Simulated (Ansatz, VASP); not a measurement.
# Two plane-wave programs on KF

```
CELL_PARAMETERS angstrom
3.25895 0.00000 0.00000
0.00000 3.25895 0.00000
0.00000 0.00000 3.25895
ATOMIC_POSITIONS crystal
K 0.00000 0.00000 0.00000
F 0.50000 0.50000 0.50000
```

Alike in both runs: task single point; functional PBE; k mesh 8 × 8 × 8; occupations gaussian, width 0.1 eV; no spin polarisation.

```csv
,VASP,Ansatz
version,VASP 6.6.1,Ansatz 0.2.0
potentials or method,"VASP PAW PBE potentials, release 64 (K_sv, F), cutoff 600 eV","scalar-relativistic, plane waves, PAW"
valence electrons in the cell,16,16
```

|  | VASP | Ansatz | Ansatz less VASP |
| --- | --- | --- | --- |
| gap on the k mesh at the Fermi level (eV) | 6.26 | 6.27 | +0.017 |
| least direct gap on the mesh (eV) | 6.31 | 6.33 | +0.015 |
| pressure (GPa) | 0.0 | 0.0 | +0.04 |
